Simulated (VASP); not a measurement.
Pb: single point with PBEsol

Crystal: Pb.

```
Pb
1.0
    -1.95562    1.95562    1.95562
     1.95562   -1.95562    1.95562
     1.95562    1.95562   -1.95562
Pb
1
Direct
  0.00000 0.00000 0.00000
```

- Program: VASP 6.6.1
- Task: single point
- Functional: PBEsol
- Potentials or basis: VASP PAW PBE potentials, release 64 (Pb_d)
- Cutoff: 520 eV
- k mesh: 19 × 19 × 19
- Occupations: fermi-dirac, width 0.1 eV
- Spin: no spin polarisation
- Dipole correction: no
- Further INCAR settings: ALGO = Normal; EDIFF = 1e-07; NBANDS = 13

The pressure is -0.1 GPa and the band gap on the k mesh is zero (band 7 reaches 15.01 eV, above the bottom of band 8 at 5.21 eV).

Levels at points of the mesh, in eV from the Fermi level:
| k point | band 5 | band 6 | band 7 | band 8 | band 9 | band 10 |
| --- | --- | --- | --- | --- | --- | --- |
| (0.00, 0.00, 0.00) | -16.78 | -11.84 | 7.78 | 7.78 | 7.78 | 11.15 |

Wall time 80 s on 1 thread of Intel(R) Xeon(R) Platinum 8259CL CPU @ 2.50GHz (Skylake/Cascade Lake), on a shared host, peak memory 0.21 GiB.

Caveat: the PAW data sets were made with another functional, which shifts forces and pressure a little; spin-orbit coupling is left out, which moves the levels of the heavy elements.
